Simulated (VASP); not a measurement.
# Ni (Pm-3m) in VASP: notebook

Ni is run at these levels: PBE; tasks: single point.

All numbers are computed with VASP 6.6.1; they aren't measurements. Logs are shortened: lines on timing, memory, paths and dates and some standing lists are left out, and cuts for length are marked.

**1. The cell of the first run**

The structure is cubic, space group Pm-3m (No. 221). The conventional cell has a = 2.229 Å, b = 2.229 Å, c = 2.229 Å, α = 90.00°, β = 90.00°, γ = 90.00°. Ni (site symmetry m-3m) has 6 Ni at 2.23 Å within 2.9 Å.

**2. Single point, PBE (volume scaled by 0.88)**

Input file INCAR:

```
PREC = Accurate
ENCUT = 520
EDIFF = 1E-6
ISMEAR = -1
SIGMA = 0.1
LREAL = F
LASPH = T
NELM = 80
ALGO = Normal
ISIF = 2
LWAVE = F
LCHARG = F
GGA = PE
NBANDS = 11
```

Input file KPOINTS:

```
regular mesh
0
Gamma
  15 15 15
```

Input file POSCAR:

```
Ni
1.0
    2.2294697021      0.0000000000      0.0000000000
    0.0000000000      2.2294697021      0.0000000000
    0.0000000000      0.0000000000      2.2294697021
Ni
1
Direct
    0.0000000000      0.0000000000      0.0000000000
```

Potentials or basis: VASP PAW PBE potentials, release 64 (Ni).

Command:

```console
cat potpaw_PBE.64/Ni/POTCAR > POTCAR
mpirun -np 1 vasp_std > vasp.out
```

OUTCAR:

```text
PREC = Accurate
   ENCUT = 520
   EDIFF = 1E-6
   ISMEAR = -1
   LREAL = F
   LASPH = T
   NELM = 80
   ISIF = 2
   GGA = PE

 ion  position               nearest neighbor table
   1  0.000  0.000  0.000-

  LATTYP: Found a simple cubic cell.
 ALAT       =     2.2294697021

  Lattice vectors:

 A1 = (   2.2294697021,   0.0000000000,   0.0000000000)
 A2 = (   0.0000000000,   2.2294697021,   0.0000000000)
 A3 = (   0.0000000000,   0.0000000000,   2.2294697021)

Analysis of symmetry for initial positions (statically):
=====================================================================
 Subroutine PRICEL returns:
 Original cell was already a primitive cell.

 Routine SETGRP: Setting up the symmetry group for a
 simple cubic supercell.

 Subroutine GETGRP returns: Found 48 space group operations
 (whereof 48 operations were pure point group operations)
 out of a pool of 48 trial point group operations.

The static configuration has the point symmetry O_h .

Analysis of symmetry for dynamics (positions and initial velocities):
=====================================================================
 Subroutine PRICEL returns:
 Original cell was already a primitive cell.

 Routine SETGRP: Setting up the symmetry group for a
 simple cubic supercell.

 Subroutine GETGRP returns: Found 48 space group operations
 (whereof 48 operations were pure point group operations)
 out of a pool of 48 trial point group operations.

The dynamic configuration has the point symmetry O_h .

 Subroutine INISYM returns: Found 48 space group operations
 (whereof 48 operations are pure point group operations),
 and found     1 'primitive' translations

----------------------------------------------------------------------------------------

                                     Primitive cell

  volume of cell :      11.0817

  direct lattice vectors                    reciprocal lattice vectors
     2.229469702  0.000000000  0.000000000     0.448537156  0.000000000  0.000000000
     0.000000000  2.229469702  0.000000000     0.000000000  0.448537156  0.000000000
     0.000000000  0.000000000  2.229469702     0.000000000  0.000000000  0.448537156

  length of vectors
     2.229469702  2.229469702  2.229469702     0.448537156  0.448537156  0.448537156

  position of ions in fractional coordinates (direct lattice)
     0.000000000  0.000000000  0.000000000

  ion indices of the primitive-cell ions
   primitive index   ion index
                 1           1

----------------------------------------------------------------------------------------

 KPOINTS: regular mesh

Automatic generation of k-mesh.
 Grid dimensions read from file:
 generate k-points for:   15   15   15

 Generating k-lattice:

  Cartesian coordinates                     Fractional coordinates (reciprocal lattice)
     0.029902477  0.000000000  0.000000000     0.066666667  0.000000000  0.000000000
     0.000000000  0.029902477  0.000000000     0.000000000  0.066666667  0.000000000
     0.000000000  0.000000000  0.029902477     0.000000000  0.000000000  0.066666667

  Length of vectors
     0.029902477  0.029902477  0.029902477

  Shift w.r.t. Gamma in fractional coordinates (k-lattice)
     0.000000000  0.000000000  0.000000000

 Subroutine IBZKPT returns following result:
 ===========================================

 Found    120 irreducible k-points:

 Following reciprocal coordinates:
            Coordinates               Weight
  0.000000  0.000000  0.000000      1.000000
  0.066667  0.000000  0.000000      6.000000
  0.133333  0.000000  0.000000      6.000000
  0.200000  0.000000  0.000000      6.000000
  0.266667  0.000000  0.000000      6.000000
  0.333333  0.000000  0.000000      6.000000
[... 16 lines left out ...]
  0.266667  0.200000  0.000000     24.000000
  0.333333  0.200000  0.000000     24.000000
 [... further k-points ...]
   k-points           NKPTS =    120   k-points in BZ     NKDIM =    120   number of bands    NBANDS=     11
   number of dos      NEDOS =    301   number of ions     NIONS =      1
   total plane-waves  NPLWV =   5832
   dimension x,y,z NGX =    18 NGY =   18 NGZ =   18
   dimension x,y,z NGXF=    36 NGYF=   36 NGZF=   36
   ions per type =               1
   NGX,Y,Z   is equivalent  to a cutoff of  13.42, 13.42, 13.42 a.u.
   NGXF,Y,Z  is equivalent  to a cutoff of  26.84, 26.84, 26.84 a.u.
 SYSTEM =  unknown system
   PREC   = accura    normal or accurate (medium, high low for compatibility)
   ISTART =      0    job   : 0-new  1-cont  2-samecut
   ICHARG =      2    charge: 1-file 2-atom 10-const
   ISPIN  =      1    spin polarized calculation?
   LNONCOLLINEAR =      F non collinear calculations
   LSORBIT =      F    spin-orbit coupling
   LASPH  =      T    aspherical Exc in radial PAW
   ENCUT  =  520.0 eV  38.22 Ry    6.18 a.u.   4.15  4.15  4.15*2*pi/ulx,y,z
   NELM   =     80;   NELMIN=  2; NELMDL= -5     # of ELM steps
   EDIFF  = 0.1E-05   stopping-criterion for ELM
   LREAL  =      F    real-space projection
   EDIFFG = 0.1E-04   stopping-criterion for IOM
   NSW    =      0    number of steps for IOM
   IBRION =     -1    ionic relax: 0-MD 1-quasi-New 2-CG
   NFREE  =      0    steps in history (QN), initial steepest desc. (CG)
   ISIF   =      2    stress and relaxation
   ISYM   =      2    0-nonsym 1-usesym 2-fastsym
   POTIM  = 0.5000    time-step for ionic-motion
   TEBEG  =    0.0;   TEEND  =   0.0 temperature during run
   PSTRESS=    0.0 pullay stress
   NELECT =      10.0000    total number of electrons
   NUPDOWN=      -1.0000    fix difference up-down
   EMIN   =  10.00;   EMAX   =-10.00  energy-range for DOS
   EFERMI =   0.00;   METHOD = LEGACY
   ISMEAR =    -1;   SIGMA  =   0.10  broadening in eV -4-tet -1-fermi 0-gaus
   EFERMI_NEDOS =   21; number of points for ismear=-14 and -15
   IALGO  =     38    algorithm
   IMIX   =      4    mixing-type and parameters
     AMIX     =   0.40;   BMIX     =  1.00
     AMIX_MAG =   1.60;   BMIX_MAG =  1.00
  volume/ion in A,a.u.               =      11.08        74.78
  Fermi-wavevector in a.u.,A,eV,Ry     =   1.582000  2.989547 34.051645  2.502725
  Thomas-Fermi vector in A             =   2.681990
   LORBIT       =      0    0 simple, 1 ext, 2 COOP (PROOUT), +10 PAW based schemes
   GGA     = PE    functional components
   LHFCALC =     F    Hartree Fock is set to
   AEXX    =    0.0000 exact exchange contribution
   IVDW    =     0    specifies the selected vdW correction
   LEPSILON=     F    determine dielectric tensor
   LRPA    =     F    only Hartree local field effects (RPA)
 non-spin polarized calculation
  energy-cutoff  :      520.00
  volume of cell :       11.08
 maximum number of plane-waves:       308
 NGX is ok and might be reduce to    18
   NGX =  9   NGY =  9   NGZ =  9

 number of electron      10.0000000 magnetization

 number of electron       9.9999993 magnetization

 Free energy of the ion-electron system (eV)
  ---------------------------------------------------
  ext. energy  EPLUGINS =         0.00000000
  ---------------------------------------------------
  free energy    TOTEN  =        -4.69620714 eV

  energy without entropy =       -4.62976533  energy(sigma->0) =       -4.66298624

 E-fermi :   9.1160     XC(G=0): -13.0421

 val. band max:        9.1134605141   @ k =   0.4000   0.1333   0.0667
 cond. band min:       9.1165914418   @ k =   0.2000   0.0667   0.0667
 fundamental gap:      0.0031309277
 Fermi energy:         9.1160484991

 k-point     1 :       0.0000    0.0000    0.0000
  band No.  band energies     occupation
      1       0.3493      2.00000
      2       5.1994      2.00000
      3       5.1994      2.00000
      4       9.1928      0.63388
      5       9.1928      0.63388
      6       9.1928      0.63388
      7      30.2123      0.00000
      8      30.2123      0.00000
      9      30.2123      0.00000
     10      34.3623      0.00000
     11      34.3623      0.00000

 k-point     2 :       0.0667    0.0000    0.0000
  band No.  band energies     occupation
      1       0.4939      2.00000
      2       5.2213      2.00000
      3       5.2701      2.00000
      4       9.1320      0.92016
      5       9.1321      0.92016
      6       9.1977      0.61307
      7      28.3758      0.00000
      8      30.4121      0.00000
      9      30.4121      0.00000
     10      34.3769      0.00000
     11      35.6586      0.00000

 k-point     3 :       0.1333    0.0000    0.0000
  band No.  band energies     occupation
      1       0.9188      2.00000
      2       5.2838      2.00000
      3       5.4756      2.00000
      4       8.9633      1.64331
      5       8.9633      1.64331
      6       9.2114      0.55641
      7      25.3899      0.00000
      8      30.9986      0.00000
      9      30.9986      0.00000
     10      34.4204      0.00000
     11      36.7383      0.00000

 k-point     4 :       0.2000    0.0000    0.0000
  band No.  band energies     occupation
      1       1.5953      2.00000
      2       5.3770      2.00000
      3       5.7974      2.00000
      4       8.7225      1.96168
      5       8.7225      1.96168
      6       9.2316      0.47890
      7      22.4083      0.00000
      8      31.9372      0.00000
      9      31.9372      0.00000
     10      34.4920      0.00000
     11      37.1721      0.00000
[... 239 lines left out ...]
 k-point    22 :       0.2000    0.2000    0.0000
  band No.  band energies     occupation
      1       2.7430      2.00000
      2       5.7253      2.00000
      3       6.2507      2.00000
      4       8.2979      1.99944
      5       8.7291      1.95913
      6       8.8363      1.88504
      7      22.7470      0.00000
      8      24.6612      0.00000
      9      33.6026      0.00000
     10      36.1504      0.00000
     11      40.3681      0.00000

 k-point    23 :       0.2667    0.2000    0.0000
  band No.  band energies     occupation
      1       3.4995      2.00000
      2       5.8427      2.00000
      3       6.6120      2.00000
      4       8.2092      1.99977
      5       8.5174      1.99499
      6       8.8287      1.89308
      7      20.5235      0.00000
      8      24.9879      0.00000
      9      34.8092      0.00000
     10      36.4468      0.00000
     11      37.8578      0.00000

 k-point    24 :       0.3333    0.2000    0.0000
  band No.  band energies     occupation
      1       4.2838      2.00000
      2       5.9215      2.00000
      3       6.8099      2.00000
      4       8.2876      1.99950
      5       8.5369      1.99391
      6       8.8570      1.86047
      7      18.0210      0.00000
      8      26.0446      0.00000
      9      35.2750      0.00000
     10      36.2738      0.00000
     11      36.9788      0.00000

 [... further k-points ...]
[... 5 lines left out ...]
  --------------------------------------------------------------------------------------
  -------------------------------------------------------------------------------------
  Total        1.7121010      1.7121010      1.7121010     -0.0000000     -0.0000000     -0.0000000
  in kB      247.5342146    247.5342146    247.5342146     -0.0000000     -0.0000000     -0.0000000
  external PRESSURE =     247.5342146 kB  Pullay stress =       0.0000000 kB

 VOLUME and BASIS-vectors are now :
 -----------------------------------------------------------------------------
  energy-cutoff  :      520.00
  volume of cell :       11.08
      direct lattice vectors                 reciprocal lattice vectors
     2.229469702  0.000000000  0.000000000     0.448537156  0.000000000  0.000000000
     0.000000000  2.229469702  0.000000000     0.000000000  0.448537156  0.000000000
     0.000000000  0.000000000  2.229469702     0.000000000  0.000000000  0.448537156

 POSITION                                       TOTAL-FORCE (eV/Angst)
 -----------------------------------------------------------------------------------
      0.00000      0.00000      0.00000         0.000000      0.000000      0.000000
 -----------------------------------------------------------------------------------
    total drift:                                0.000000      0.000000      0.000000

  FREE ENERGIE OF THE ION-ELECTRON SYSTEM (eV)
  ---------------------------------------------------
  free  energy   TOTEN  =        -4.6962071391 eV

  energy  without entropy=       -4.6297653320  energy(sigma->0) =       -4.66298624
```

Run time: 7.4 s. Hardware: 1 thread of Intel Xeon 6975P-C (Granite Rapids), shared host; peak memory 0.12 GiB.

Results:

```yaml
Free_energy: -4.6962 eV
Pressure: 24.8 GPa
Band_gap_on_the_k_mesh: zero (band 5 reaches 10.03 eV, above the bottom of band 6 at 8.63 eV)
```

Levels at points of the mesh, in eV from the Fermi level:
```tsv
k point	band 1	band 2	band 3	band 4	band 5	band 6	band 7	band 8	band 9	band 10
(0.00, 0.00, 0.00)	-8.77	-3.92	-3.92	0.08	0.08	0.08	21.10	21.10	21.10	25.25
```

Caveat: the run has no spin polarisation, though such a crystal can be magnetic.

**3. Single point, PBE (volume scaled by 0.96)**

Input file INCAR:

```
PREC     = Accurate       # precision mode
ENCUT    = 520            # plane-wave cutoff, eV
EDIFF    = 1E-7           # SCF threshold, eV
ISMEAR   = -1             # smearing method
SIGMA    = 0.1            # smearing width, eV
LREAL    = False          # projectors in reciprocal space
LASPH    = True           # aspherical terms in the spheres
NELM     = 60             # most SCF steps
ALGO     = Normal         # electronic algorithm
ISIF     = 2              # what is computed and relaxed
LWAVE    = False          # write WAVECAR
LCHARG   = False          # write CHGCAR
GGA      = PE             # functional
NBANDS   = 11             # bands
```

KPOINTS is that of step 2.

Input file POSCAR:

```
Ni
1.0
    2.2950796477      0.0000000000      0.0000000000
    0.0000000000      2.2950796477      0.0000000000
    0.0000000000      0.0000000000      2.2950796477
Ni
1
Direct
    0.0000000000      0.0000000000      0.0000000000
```

Potentials or basis: VASP PAW PBE potentials, release 64 (Ni).

Command:

```console
cat potpaw_PBE.64/Ni/POTCAR > POTCAR
mpirun -np 1 vasp_std > vasp.out
```

OUTCAR:

```text
PREC = Accurate
   ENCUT = 520
   EDIFF = 1E-7
   ISMEAR = -1
   LREAL = False
   LASPH = True
   NELM = 60
   ISIF = 2
   GGA = PE

 ion  position               nearest neighbor table
   1  0.000  0.000  0.000-

  LATTYP: Found a simple cubic cell.
 ALAT       =     2.2950796477

  Lattice vectors:

 A1 = (   2.2950796477,   0.0000000000,   0.0000000000)
 A2 = (   0.0000000000,   2.2950796477,   0.0000000000)
 A3 = (   0.0000000000,   0.0000000000,   2.2950796477)

Analysis of symmetry for initial positions (statically):
=====================================================================
 Subroutine PRICEL returns:
 Original cell was already a primitive cell.

 Routine SETGRP: Setting up the symmetry group for a
 simple cubic supercell.

 Subroutine GETGRP returns: Found 48 space group operations
 (whereof 48 operations were pure point group operations)
 out of a pool of 48 trial point group operations.

The static configuration has the point symmetry O_h .

[... 155 lines left out ...]

  energy without entropy =       -4.71592032  energy(sigma->0) =       -4.75256862

 E-fermi :   7.9187     XC(G=0): -12.5424

 val. band max:        7.9175659686   @ k =   0.0667   0.0667   0.0000
 cond. band min:       7.9221442711   @ k =   0.0667   0.0000   0.0000
 fundamental gap:      0.0045783026
 Fermi energy:         7.9186584849

 k-point     1 :       0.0000    0.0000    0.0000
  band No.  band energies     occupation
      1      -0.2508      2.00000
      2       4.4495      2.00000
      3       4.4495      2.00000
      4       7.9750      0.72560
      5       7.9750      0.72560
      6       7.9750      0.72560
      7      27.9397      0.00000
      8      27.9397      0.00000
      9      27.9397      0.00000
     10      31.8513      0.00000
     11      31.8513      0.00000
[... 309 lines left out ...]
 k-point    24 :       0.3333    0.2000    0.0000
  band No.  band energies     occupation
      1       3.5024      2.00000
      2       5.0909      2.00000
      3       5.8724      2.00000
      4       7.1847      1.99870
      5       7.4024      1.98861
      6       7.6818      1.82873
      7      16.2640      0.00000
      8      23.9230      0.00000
      9      32.6923      0.00000
     10      33.5997      0.00000
     11      34.4968      0.00000

 [... further k-points ...]
[... 5 lines left out ...]
  --------------------------------------------------------------------------------------
  -------------------------------------------------------------------------------------
  Total        0.4764926      0.4764926      0.4764926     -0.0000000     -0.0000000     -0.0000000
  in kB       63.1500182     63.1500182     63.1500182     -0.0000000     -0.0000000     -0.0000000
  external PRESSURE =      63.1500182 kB  Pullay stress =       0.0000000 kB

 VOLUME and BASIS-vectors are now :
 -----------------------------------------------------------------------------
  energy-cutoff  :      520.00
  volume of cell :       12.09
      direct lattice vectors                 reciprocal lattice vectors
     2.295079648  0.000000000  0.000000000     0.435714726  0.000000000  0.000000000
     0.000000000  2.295079648  0.000000000     0.000000000  0.435714726  0.000000000
     0.000000000  0.000000000  2.295079648     0.000000000  0.000000000  0.435714726

 POSITION                                       TOTAL-FORCE (eV/Angst)
 -----------------------------------------------------------------------------------
      0.00000      0.00000      0.00000         0.000000      0.000000      0.000000
 -----------------------------------------------------------------------------------
    total drift:                                0.000000      0.000000      0.000000

  FREE ENERGIE OF THE ION-ELECTRON SYSTEM (eV)
  ---------------------------------------------------
  free  energy   TOTEN  =        -4.7892169272 eV

  energy  without entropy=       -4.7159203160  energy(sigma->0) =       -4.75256862
```

Run time: 9.9 s. Hardware: 1 thread of Intel Xeon 6975P-C (Granite Rapids), shared host; peak memory 0.13 GiB.

What came out:

```
Free energy            : -4.7892 eV
Pressure               : 6.3 GPa
Band gap on the k mesh : zero (band 5 reaches 8.71 eV, above the bottom of band 6 at 7.48 eV)
```

Caveat: the run has no spin polarisation, though such a crystal can be magnetic. Spin polarisation is off, so any magnetic state and its effect on volume and gap are missing.

(Part 1 of 2 ends here.)
